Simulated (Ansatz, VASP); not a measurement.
One calculation of Cu, two programs

The input INCAR:

```
SYSTEM = Cu
PREC = Accurate
ENCUT = 600
EDIFF = 1E-6
ISMEAR = -1
SIGMA = 0.05
LREAL = .False.
LASPH = .True.
NELM = 120
ALGO = Normal
ISIF = 2
LWAVE = .False.
LCHARG = .False.
GGA = RE
IVDW = 12
NBANDS = 12
GGA_COMPAT = .False.
```

The input KPOINTS:

```
Automatic mesh
0
Gamma
  13 13 13
  0 0 0
```

File POSCAR:

```
Cu
1.0
    0.0000000000      1.8075000000      1.8075000000
    1.8075000000      0.0000000000      1.8075000000
    1.8075000000      1.8075000000      0.0000000000
Cu
1
Direct
    0.0000000000      0.0000000000      0.0000000000
```

Contents of input.yaml:

```yaml
crystal:
  lattice:
    - [0.0, 1.8075, 1.8075]
    - [1.8075, 0.0, 1.8075]
    - [1.8075, 1.8075, 0.0]
  atoms:
    - { symbol: Cu, position: [0.0, 0.0, 0.0] }
hamiltonian:
  xc: revpbe
  pseudopotentials: { kind: paw }
  dispersion: d3bj
kpoints:
  mp_grid: { grid: [13, 13, 13] }
scf:
  occupations: { method: fermi_dirac, width: 0.05 }
output:
  forces: true
  stress: true
  eigenvalues: true
```

Alike in both runs: task single point; functional revPBE; dispersion D3(BJ); k mesh 13 × 13 × 13; occupations fermi-dirac, width 0.05 eV; no spin polarisation.

|  | VASP | Ansatz |
| --- | --- | --- |
| version | VASP 6.6.1 | Ansatz 0.2.0 |
| potentials or method | VASP PAW PBE potentials, release 64 (Cu) | Ansatz PAW |
| plane-wave cutoff (eV) | 600 | 420 |
| valence electrons in the cell | 11 | 19 |

Ansatz gave:

```
gap on the k mesh at the Fermi level (eV) : none
pressure (GPa)                            : -10.8
```

Q: Which values does VASP return?

A: gap on the k mesh at the Fermi level (eV): none; pressure (GPa): -10.1.

VASP's potentials were made for PBE, not for revPBE. A gap of «none» marks a metal or a gap that the smearing closes. VASP's potentials hold 11 valence electrons a cell and Ansatz's 19, so a difference there can come from the potentials and not from the codes.
